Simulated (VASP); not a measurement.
**BAs (rocksalt type): single point with PBE**

Crystal: BAs (rocksalt type).

```
CELL_PARAMETERS angstrom
0.00000 2.30783 2.30783
2.30783 0.00000 2.30783
2.30783 2.30783 0.00000
ATOMIC_POSITIONS crystal
B 0.00000 0.00000 0.00000
As 0.50000 0.50000 0.50000
```

```json
{
 "Program": "VASP 6.6.1",
 "Task": "single point",
 "Functional": "PBE",
 "Potentials or basis": "VASP PAW PBE potentials, release 64 (B, As)",
 "Cutoff": "520 eV",
 "k mesh": "15 × 15 × 15",
 "Occupations": "fermi-dirac, width 0.08 eV",
 "Spin": "no spin polarisation"
}
```

```
Pressure               : 0.3 GPa
Band gap on the k mesh : zero (band 4 reaches 8.68 eV, above the bottom of band 5 at 3.89 eV)
```

Levels at points of the mesh, in eV from the Fermi level:
```csv
k point,band 2,band 3,band 4,band 5,band 6,band 7
"(0.00, 0.00, 0.00)",-0.02,-0.02,-0.02,3.43,7.66,7.66
```

Wall time 11 s on 1 thread of Intel(R) Xeon(R) Platinum 8488C (Sapphire Rapids), on a shared host, peak memory 0.16 GiB.
